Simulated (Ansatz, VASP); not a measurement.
Ge: VASP beside Ansatz

```xyz
4
Lattice="3.9970 0.0000 0.0000 -1.9985 3.4615 0.0000 0.0000 0.0000 6.7943" Properties=species:S:1:pos:R:3 pbc="T T T"
Ge    1.9985    1.1538    0.4382
Ge    0.0000    2.3077    3.8353
Ge    1.9985    1.1538    2.9590
Ge    0.0000    2.3077    6.3561
```

Change from the starting cell: strain along c alone, the other axes held, atoms relaxed: +3.0 %.

Alike in both runs: functional PBEsol; k mesh 18 × 18 × 8; occupations gaussian, width 0.1 eV; no spin polarisation.

Ansatz relaxed the structure, and its values are those at the end. VASP's run is a single point on that final structure, the one shown.

|  | VASP | Ansatz |
| --- | --- | --- |
| version | VASP 6.6.1 | Ansatz 0.2.0 |
| potentials or method | VASP PAW PBE potentials, release 64 (Ge_d), cutoff 520 eV | scalar-relativistic, plane waves, PAW |
| valence electrons in the cell | 56 | 56 |

|  | VASP | Ansatz | Ansatz less VASP |
| --- | --- | --- | --- |
| gap on the k mesh at the Fermi level (eV) | none | none | - |
| pressure (GPa) | -1.9 | -1.9 | +0.04 |

VASP's potentials were made for PBE, not for PBEsol. A gap of «none» marks a metal or a gap that the smearing closes. Ansatz's warnings: stress scf threshold loose.
